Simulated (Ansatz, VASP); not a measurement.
**One calculation of In6As, two programs**

```
In As
1.0
     3.03695    1.75339    5.94489
    -3.03695    1.75339    5.94489
     0.00000   -3.50677    5.94489
In As
6 1
Cartesian
  1.2250 -1.3875 7.4701
  -1.8142 -0.3671 7.4701
  -0.5891 -1.7547 10.3646
  1.8142 0.3671 10.3646
  -1.2250 1.3875 10.3646
  0.5891 1.7547 7.4701
  0.0000 0.0000 0.0000
```

Change from the starting cell: species swapped into the CrF6 type (R-3, No. 148).

Alike in both runs: functional PBE; k mesh 3 × 3 × 3; occupations gaussian, width 0.2 eV; no spin polarisation.

Ansatz relaxed the structure, and its values are those at the end. VASP's run is a single point on that final structure, the one shown.

|  | VASP | Ansatz |
| --- | --- | --- |
| version | VASP 6.6.1 | Ansatz 0.2.0 |
| potentials or method | VASP PAW PBE potentials, release 64 (In_d, As), cutoff 520 eV | scalar-relativistic, plane waves, PAW |
| valence electrons in the cell | 83 | 93 |

```csv
,VASP,Ansatz,Ansatz less VASP
gap on the k mesh at the Fermi level (eV),none,none,-
pressure (GPa),0.3,0.3,0.00
rms of the force components (eV/Å),0.029,0.031,+0.0015
```

A gap of «none» marks a metal or a gap that the smearing closes. VASP's potentials hold 83 valence electrons a cell and Ansatz's 93, so a difference there can come from the potentials and not from the codes.

The k mesh is coarse, so the values compare programs but aren't converged.
